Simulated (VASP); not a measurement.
Here is a VASP 6.6.1 calculation.

Contents of INCAR:

```
ALGO = Normal ; EDIFF = 1E-6
ENCUT = 520 ; GGA = PE
ISIF = 2 ; ISMEAR = 0
LASPH = True ; LCHARG = False
LREAL = False ; LWAVE = False
NBANDS = 35 ; NELM = 100
PREC = Accurate ; SIGMA = 0.01
```

File KPOINTS:

```
k-points
0
Gamma
  9 9 2
```

The input POSCAR:

```
WS2
1.0
    3.1699463355      0.0000000000      0.0000000000
   -1.5849731677      2.7452540551      0.0000000000
    0.0000000000      0.0000000000     12.4910704279
W S
2 4
Direct
    0.3333333333      0.6666666667      0.2500000000
    0.6666666667      0.3333333333      0.7500000000
    0.6666666667      0.3333333333      0.3751079148
    0.6666666667      0.3333333333      0.1248920852
    0.3333333333      0.6666666667      0.8751079148
    0.3333333333      0.6666666667      0.6248920852
```

Potentials or basis: VASP PAW PBE potentials, release 64 (W_sv, S).

Launch:

```sh
$ cat potpaw_PBE.64/W_sv/POTCAR potpaw_PBE.64/S/POTCAR > POTCAR
$ mpirun -np 1 vasp_std > vasp.out
```

**Question.** Estimate the band gap on the k mesh.

**Answer.** 1.16 eV, indirect (least direct gap 1.78 eV).

**Question.** Predict the pressure.

**Answer.** 3.3 GPa.

**Question.** Estimate the largest force.

**Answer.** 0.199 eV/Å.

Stress tensor (GPa, compression positive):
```
2.79 0.00 0.00
0.00 2.79 0.00
0.00 0.00 4.17
```

Caveat: spin-orbit coupling is left out, which moves the levels of the heavy elements; this functional lacks dispersion, which binds the layers, so the pressure and a relaxed spacing across them are unreliable. A k mesh can miss the band edges.
